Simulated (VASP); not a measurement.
Here is a VASP 6.6.1 calculation.

The input INCAR:

```
SYSTEM = AlN
ALGO = Normal
EDIFF = 1E-7
ENCUT = 520
GGA = PE
ISIF = 2
ISMEAR = -1
LASPH = .True.
LCHARG = .True.
LELF = .True.
LREAL = .False.
LVHAR = .True.
LWAVE = .False.
NBANDS = 11
NELM = 60
PREC = Accurate
SIGMA = 0.02
```

Contents of KPOINTS:

```
k-points
0
Gamma
  10 10 10
  0 0 0
```

Contents of POSCAR:

```
AlN
1.0
    0.0000000000      2.2067251766      2.1614008355
    2.2067251766      0.0000000000      2.1614008355
    2.2067251766      2.2067251766      0.0000000000
Al N
1 1
Direct
    0.0000000000      0.0000000000      0.0000000000
    0.2500000000      0.2500000000      0.2500000000
```

Potentials or basis: VASP PAW PBE potentials, release 64 (Al, N).

Run with:

```bash
$ cat potpaw_PBE.64/Al/POTCAR potpaw_PBE.64/N/POTCAR > POTCAR
$ mpirun -np 1 vasp_std > vasp.out
```

**Question.** Predict the pressure.

**Answer.** 2.4 GPa.

**Question.** Predict the band gap on the k mesh.

**Answer.** 3.20 eV (least direct gap 4.05 eV).

Stress tensor (GPa, compression positive):
```
1.57 0.00 0.00
0.00 1.57 0.00
0.00 0.00 4.13
```

Caveat: the cell differs from its parent crystal (epitaxial xy strain +1.0%). A k mesh can miss the band edges.
